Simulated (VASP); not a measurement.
Input of a VASP 6.6.1 run:

The input INCAR:

```
PREC     = Accurate       # precision mode
ENCUT    = 520            # plane-wave cutoff, eV
EDIFF    = 1E-6           # SCF threshold, eV
ISMEAR   = 0              # smearing method
SIGMA    = 0.15           # smearing width, eV
LREAL    = F              # projectors in reciprocal space
LASPH    = T              # aspherical terms in the spheres
NELM     = 100            # most SCF steps
ALGO     = Fast           # electronic algorithm
ISIF     = 2              # what is computed and relaxed
LWAVE    = F              # write WAVECAR
LCHARG   = T              # write CHGCAR
GGA      = PS             # functional
LELF     = T              # ELF
LVHAR    = T            
NBANDS   = 12             # bands
```

File KPOINTS:

```
regular mesh
0
Gamma
  26 26 26
```

POSCAR

```
Cr
1.0
   -1.5664576830      1.5664576830      1.2218369927
    1.5664576830     -1.5664576830      1.2218369927
    1.5664576830      1.5664576830     -1.2218369927
Cr
1
Direct
    0.0000000000      0.0000000000      0.0000000000
```

Potentials or basis: VASP PAW PBE potentials, release 64 (Cr_pv).

Launch:

```console
$ cat potpaw_PBE.64/Cr_pv/POTCAR > POTCAR
$ mpirun -np 1 vasp_std > vasp.out
```

Question: Estimate the band gap on the k mesh.

Answer: Zero (band 6 reaches 12.74 eV, above the bottom of band 7 at 9.14 eV).

Question: Predict the pressure.

Answer: -10.7 GPa.

Stress tensor (GPa, compression positive):
```
-20.28   0.00   0.00
  0.00 -20.28   0.00
  0.00   0.00   8.60
```

Caveat: the PAW data sets were made with another functional, which shifts forces and pressure a little; the run has no spin polarisation, though such a crystal can be magnetic. Spin polarisation is off, so any magnetic state and its effect on volume and gap are missing.
